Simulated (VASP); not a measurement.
# Ni (Fd-3m) in VASP: further runs

Ni is run at these levels: revPBE; tasks: single point.

All numbers are computed with VASP 6.6.1; they aren't measurements. Logs are shortened: lines on timing, memory, paths and dates and some standing lists are left out, and cuts for length are marked.

### 1 The cell of the first run

It takes space group Fd-3m (No. 227, cubic). The conventional cell has a = 4.931 Å, b = 4.931 Å, c = 4.931 Å, α = 90.00°, β = 90.00°, γ = 90.00°. Within 2.8 Å of Ni (site symmetry -43m) lie 4 Ni at 2.14 Å.

### 2 Single point, revPBE, collinear spin, ferromagnetic start (volume scaled by 0.88)

File INCAR:

```
PREC = Accurate ; ENCUT = 520
EDIFF = 1E-7 ; ISMEAR = -1
SIGMA = 0.05 ; LREAL = False
LASPH = True ; NELM = 150
ALGO = Normal ; ISIF = 2
LWAVE = False ; LCHARG = False
ISPIN = 2 ; MAGMOM = 0.849 0.849
LORBIT = 11 ; LMAXMIX = 4
GGA = RE ; NBANDS = 21
```

File KPOINTS:

```
regular mesh
0
Gamma
  12 12 12
```

File POSCAR:

```
Ni
1.0
    0.0000000000      2.4655786920      2.4655786920
    2.4655786920      0.0000000000      2.4655786920
    2.4655786920      2.4655786920      0.0000000000
Ni
2
Direct
    0.1250000000      0.1250000000      0.1250000000
    0.8750000000      0.8750000000      0.8750000000
```

Potentials or basis: VASP PAW PBE potentials, release 64 (Ni).

Command:

```
> cat potpaw_PBE.64/Ni/POTCAR > POTCAR
> mpirun -np 1 vasp_std > vasp.out
```

OUTCAR:

```text
PREC = Accurate
   ENCUT = 520
   EDIFF = 1E-7
   ISMEAR = -1
   LREAL = False
   LASPH = True
   NELM = 150
   ISIF = 2
   ISPIN = 2
   LORBIT = 11
   GGA = RE

 ion  position               nearest neighbor table
   1  0.125  0.125  0.125-   2 2.14   2 2.14   2 2.14   2 2.14
   2  0.875  0.875  0.875-   1 2.14   1 2.14   1 2.14   1 2.14

  LATTYP: Found a face centered cubic cell.
 ALAT       =     4.9311573840

  Lattice vectors:

 A1 = (   0.0000000000,   2.4655786920,   2.4655786920)
 A2 = (   2.4655786920,   0.0000000000,   2.4655786920)
 A3 = (   2.4655786920,   2.4655786920,   0.0000000000)

Analysis of symmetry for initial positions (statically):
=====================================================================
 Subroutine PRICEL returns:
 Original cell was already a primitive cell.

 Routine SETGRP: Setting up the symmetry group for a
 face centered cubic supercell.

 Subroutine GETGRP returns: Found 48 space group operations
 (whereof 12 operations were pure point group operations)
 out of a pool of 48 trial point group operations.

The static configuration has the point symmetry D_3d.
 The point group associated with its full space group is O_h .

Analysis of symmetry for dynamics (positions and initial velocities):
=====================================================================
 Subroutine PRICEL returns:
 Original cell was already a primitive cell.

 Routine SETGRP: Setting up the symmetry group for a
 face centered cubic supercell.

 Subroutine GETGRP returns: Found 48 space group operations
 (whereof 12 operations were pure point group operations)
 out of a pool of 48 trial point group operations.

The dynamic configuration has the point symmetry D_3d.
 The point group associated with its full space group is O_h .

Analysis of structural, dynamic, and magnetic symmetry:
=====================================================================
 Subroutine PRICEL returns:
 Original cell was already a primitive cell.

 Routine SETGRP: Setting up the symmetry group for a
 face centered cubic supercell.

 Subroutine GETGRP returns: Found 48 space group operations
 (whereof 12 operations were pure point group operations)
 out of a pool of 48 trial point group operations.

The overall configuration has the point symmetry D_3d.
 The point group associated with its full space group is O_h .

 Subroutine INISYM returns: Found 48 space group operations
 (whereof 12 operations are pure point group operations),
 and found     1 'primitive' translations

----------------------------------------------------------------------------------------

                                     Primitive cell

  volume of cell :      29.9769

  direct lattice vectors                    reciprocal lattice vectors
     0.000000000  2.465578692  2.465578692    -0.202792148  0.202792148  0.202792148
     2.465578692  0.000000000  2.465578692     0.202792148 -0.202792148  0.202792148
     2.465578692  2.465578692  0.000000000     0.202792148  0.202792148 -0.202792148

  length of vectors
     3.486854825  3.486854825  3.486854825     0.351246304  0.351246304  0.351246304

  position of ions in fractional coordinates (direct lattice)
     0.125000000  0.125000000  0.125000000
     0.875000000  0.875000000  0.875000000

  ion indices of the primitive-cell ions
   primitive index   ion index
                 1           1
                 2           2

----------------------------------------------------------------------------------------

 KPOINTS: regular mesh

Automatic generation of k-mesh.
 Grid dimensions read from file:
 generate k-points for:   12   12   12

 Generating k-lattice:

  Cartesian coordinates                     Fractional coordinates (reciprocal lattice)
    -0.016899346  0.016899346  0.016899346     0.083333333  0.000000000  0.000000000
     0.016899346 -0.016899346  0.016899346     0.000000000  0.083333333  0.000000000
     0.016899346  0.016899346 -0.016899346     0.000000000  0.000000000  0.083333333

  Length of vectors
     0.029270525  0.029270525  0.029270525

  Shift w.r.t. Gamma in fractional coordinates (k-lattice)
     0.000000000  0.000000000  0.000000000

 Subroutine IBZKPT returns following result:
 ===========================================

 Found     72 irreducible k-points:

 Following reciprocal coordinates:
            Coordinates               Weight
  0.000000  0.000000  0.000000      1.000000
  0.083333  0.000000  0.000000      8.000000
  0.166667  0.000000  0.000000      8.000000
  0.250000  0.000000  0.000000      8.000000
  0.333333  0.000000  0.000000      8.000000
  0.416667  0.000000  0.000000      8.000000
[... 16 lines left out ...]
  0.500000  0.166667  0.000000     24.000000
 -0.416667  0.166667  0.000000     24.000000
 [... further k-points ...]
   k-points           NKPTS =     72   k-points in BZ     NKDIM =     72   number of bands    NBANDS=     21
   number of dos      NEDOS =    301   number of ions     NIONS =      2
   total plane-waves  NPLWV =  21952
   dimension x,y,z NGX =    28 NGY =   28 NGZ =   28
   dimension x,y,z NGXF=    56 NGYF=   56 NGZF=   56
   ions per type =               2
   NGX,Y,Z   is equivalent  to a cutoff of  13.35, 13.35, 13.35 a.u.
   NGXF,Y,Z  is equivalent  to a cutoff of  26.70, 26.70, 26.70 a.u.
 SYSTEM =  unknown system
   PREC   = accura    normal or accurate (medium, high low for compatibility)
   ISTART =      0    job   : 0-new  1-cont  2-samecut
   ICHARG =      2    charge: 1-file 2-atom 10-const
   ISPIN  =      2    spin polarized calculation?
   LNONCOLLINEAR =      F non collinear calculations
   LSORBIT =      F    spin-orbit coupling
   LASPH  =      T    aspherical Exc in radial PAW
   ENCUT  =  520.0 eV  38.22 Ry    6.18 a.u.   6.48  6.48  6.48*2*pi/ulx,y,z
   NELM   =    150;   NELMIN=  2; NELMDL= -5     # of ELM steps
   EDIFF  = 0.1E-06   stopping-criterion for ELM
   LREAL  =      F    real-space projection
   EDIFFG = 0.1E-05   stopping-criterion for IOM
   NSW    =      0    number of steps for IOM
   IBRION =     -1    ionic relax: 0-MD 1-quasi-New 2-CG
   NFREE  =      0    steps in history (QN), initial steepest desc. (CG)
   ISIF   =      2    stress and relaxation
   ISYM   =      2    0-nonsym 1-usesym 2-fastsym
   POTIM  = 0.5000    time-step for ionic-motion
   TEBEG  =    0.0;   TEEND  =   0.0 temperature during run
   PSTRESS=    0.0 pullay stress
   NELECT =      20.0000    total number of electrons
   NUPDOWN=      -1.0000    fix difference up-down
   EMIN   =  10.00;   EMAX   =-10.00  energy-range for DOS
   EFERMI =   0.00;   METHOD = LEGACY
   ISMEAR =    -1;   SIGMA  =   0.05  broadening in eV -4-tet -1-fermi 0-gaus
   EFERMI_NEDOS =   21; number of points for ismear=-14 and -15
   IALGO  =     38    algorithm
   IMIX   =      4    mixing-type and parameters
     AMIX     =   0.40;   BMIX     =  1.00
     AMIX_MAG =   1.60;   BMIX_MAG =  1.00
  volume/ion in A,a.u.               =      14.99       101.15
  Fermi-wavevector in a.u.,A,eV,Ry     =   1.430505  2.703262 27.842197  2.046344
  Thomas-Fermi vector in A             =   2.550343
   LORBIT       =     11    0 simple, 1 ext, 2 COOP (PROOUT), +10 PAW based schemes
   GGA     = RE    functional components
   LHFCALC =     F    Hartree Fock is set to
   AEXX    =    0.0000 exact exchange contribution
   IVDW    =     0    specifies the selected vdW correction
   LEPSILON=     F    determine dielectric tensor
   LRPA    =     F    only Hartree local field effects (RPA)
 spin polarized calculation
  energy-cutoff  :      520.00
  volume of cell :       29.98
 maximum number of plane-waves:       869
 NGX is ok and might be reduce to    28
   NGX = 13   NGY = 13   NGZ = 13

 number of electron      20.0000020 magnetization       1.5447335

 Free energy of the ion-electron system (eV)
  ---------------------------------------------------
  ext. energy  EPLUGINS =         0.00000000
  ---------------------------------------------------
  free energy    TOTEN  =        -7.67999965 eV

  energy without entropy =       -7.65391293  energy(sigma->0) =       -7.66695629

 E-fermi :   5.8335     XC(G=0): -11.0840

 val. band max:        5.8300928531   @ k =   0.4167   0.4167   0.0000
 cond. band min:       5.8368322910   @ k =   0.5000   0.1667   0.0000
 fundamental gap:      0.0067394379
 Fermi energy:         5.8335374823

 spin component 1

 k-point     1 :       0.0000    0.0000    0.0000
  band No.  band energies     occupation
      1      -1.2396      1.00000
      2       2.3011      1.00000
      3       2.3011      1.00000
      4       2.3816      1.00000
      5       2.3816      1.00000
      6       2.3816      1.00000
[... 13 lines left out ...]
     20      23.6264      0.00000
     21      23.6264      0.00000

 k-point     2 :       0.0833    0.0000    0.0000
  band No.  band energies     occupation
      1      -1.1056      1.00000
      2       2.2132      1.00000
      3       2.2132      1.00000
      4       2.3875      1.00000
      5       2.4966      1.00000
      6       2.4966      1.00000
[... 13 lines left out ...]
     20      22.9826      0.00000
     21      22.9826      0.00000

 k-point     3 :       0.1667    0.0000    0.0000
  band No.  band energies     occupation
      1      -0.7121      1.00000
      2       2.1430      1.00000
      3       2.1430      1.00000
      4       2.4106      1.00000
      5       2.6296      1.00000
      6       2.6296      1.00000
[... 13 lines left out ...]
     20      22.3228      0.00000
     21      23.8858      0.00000
[... 457 lines left out ...]
 k-point    23 :       0.5000    0.1667    0.0000
  band No.  band energies     occupation
      1       1.8475      1.00000
      2       1.9081      1.00000
      3       2.3244      1.00000
      4       2.4070      1.00000
      5       2.7403      1.00000
      6       2.8431      1.00000
[... 13 lines left out ...]
     20      28.2666      0.00000
     21      29.2886      0.00000

 k-point    24 :      -0.4167    0.1667    0.0000
  band No.  band energies     occupation
      1       1.8233      1.00000
      2       2.1275      1.00000
      3       2.2020      1.00000
      4       2.3823      1.00000
      5       2.7315      1.00000
      6       2.8517      1.00000
[... 13 lines left out ...]
     20      26.2728      0.00000
     21      27.3769      0.00000

 [... further k-points ...]

 spin component 2

 k-point     1 :       0.0000    0.0000    0.0000
  band No.  band energies     occupation
      1      -1.2634      1.00000
      2       3.0276      1.00000
      3       3.0276      1.00000
      4       3.1194      1.00000
      5       3.1194      1.00000
      6       3.1194      1.00000
[... 13 lines left out ...]
     20      23.5902      0.00000
     21      23.5902      0.00000

 k-point     2 :       0.0833    0.0000    0.0000
  band No.  band energies     occupation
      1      -1.1290      1.00000
      2       2.9379      1.00000
      3       2.9379      1.00000
      4       3.1256      1.00000
      5       3.2388      1.00000
      6       3.2388      1.00000
[... 13 lines left out ...]
     20      22.9669      0.00000
     21      22.9669      0.00000

 k-point     3 :       0.1667    0.0000    0.0000
  band No.  band energies     occupation
      1      -0.7329      1.00000
      2       2.8654      1.00000
      3       2.8654      1.00000
      4       3.1498      1.00000
      5       3.3803      1.00000
      6       3.3803      1.00000
[... 13 lines left out ...]
     20      22.3151      0.00000
     21      23.9595      0.00000
[... 457 lines left out ...]
 k-point    23 :       0.5000    0.1667    0.0000
  band No.  band energies     occupation
      1       2.1067      1.00000
      2       2.5793      1.00000
      3       3.0792      1.00000
      4       3.0901      1.00000
      5       3.4772      1.00000
      6       3.5593      1.00000
[... 13 lines left out ...]
     20      28.2616      0.00000
     21      29.3486      0.00000

 k-point    24 :      -0.4167    0.1667    0.0000
  band No.  band energies     occupation
      1       2.2067      1.00000
      2       2.7030      1.00000
      3       2.9501      1.00000
      4       3.0584      1.00000
      5       3.4544      1.00000
      6       3.5992      1.00000
[... 13 lines left out ...]
     20      26.3025      0.00000
     21      27.4314      0.00000

 [... further k-points ...]

------------------------ aborting loop because EDIFF is reached ----------------------------------------

  FORCE on cell =-STRESS in cart. coord.  units (eV):
  Direction    XX          YY          ZZ          XY          YZ          ZX
  --------------------------------------------------------------------------------------
  -------------------------------------------------------------------------------------
  Total        2.6516643      2.6516643      2.6516643     -0.0000000     -0.0000000      0.0000000
  in kB      141.7237111    141.7237111    141.7237111     -0.0000000     -0.0000000      0.0000000
  external PRESSURE =     141.7237111 kB  Pullay stress =       0.0000000 kB

 VOLUME and BASIS-vectors are now :
 -----------------------------------------------------------------------------
  energy-cutoff  :      520.00
  volume of cell :       29.98
      direct lattice vectors                 reciprocal lattice vectors
     0.000000000  2.465578692  2.465578692    -0.202792148  0.202792148  0.202792148
     2.465578692  0.000000000  2.465578692     0.202792148 -0.202792148  0.202792148
     2.465578692  2.465578692  0.000000000     0.202792148  0.202792148 -0.202792148

 POSITION                                       TOTAL-FORCE (eV/Angst)
 -----------------------------------------------------------------------------------
      0.61639      0.61639      0.61639        -0.000000      0.000000      0.000000
      4.31476      4.31476      4.31476         0.000000     -0.000000     -0.000000
 -----------------------------------------------------------------------------------
    total drift:                                0.000000      0.000000     -0.000000

  FREE ENERGIE OF THE ION-ELECTRON SYSTEM (eV)
  ---------------------------------------------------
  free  energy   TOTEN  =        -7.6799996514 eV

  energy  without entropy=       -7.6539129269  energy(sigma->0) =       -7.66695629

 total charge

# of ion       s       p       d       tot
------------------------------------------
    1        0.572   0.403   8.372   9.347
    2        0.572   0.403   8.372   9.347
--------------------------------------------------
tot          1.144   0.806  16.744  18.693

 magnetization (x)

# of ion       s       p       d       tot
------------------------------------------
    1       -0.016  -0.019   0.808   0.773
    2       -0.016  -0.019   0.808   0.773
--------------------------------------------------
tot         -0.032  -0.039   1.617   1.545
```

Wall time 63 s (1 thread of AMD EPYC 9R45 (Zen 5), shared host); peak memory 0.18 GiB.

Results:

- Free energy: -7.6800 eV
- Pressure: 14.2 GPa
- Net moment: 1.54 μB per cell
- Site moments: Ni +0.77 μB
- Valence electrons inside the program's atomic spheres: Ni 9.35

Levels at points of the mesh, in eV from the Fermi level:
Spin up:
```tsv
k point	band 8	band 9	band 10	band 11	band 12	band 13	band 14	band 15
(0.00, 0.00, 0.00)	-1.85	-1.85	-0.77	-0.77	12.56	12.56	12.56	13.00
(0.50, 0.00, 0.00)	-1.48	-1.48	-0.94	-0.94	0.48	9.13	9.13	12.58
(0.50, 0.50, 0.00)	-2.10	-0.79	-0.79	1.06	1.06	4.63	4.63	9.80
```
Spin down:
```
           k point  band 5  band 6  band 7  band 8  band 9  band 10  band 11  band 12  band 13  band 14
(0.00, 0.00, 0.00)   -2.71   -2.71   -1.03   -1.03   -1.03     0.15     0.15    12.70    12.70    12.70
(0.50, 0.00, 0.00)   -2.69   -2.69   -1.70   -0.64   -0.64    -0.01    -0.01     1.19     9.22     9.22
(0.50, 0.50, 0.00)   -2.17   -2.17   -1.28   -1.28    0.15     0.15     1.56     1.56     4.61     4.61
```

Caveat: the PAW data sets were made with another functional, which shifts forces and pressure a little.

[end of part 1 of 3]
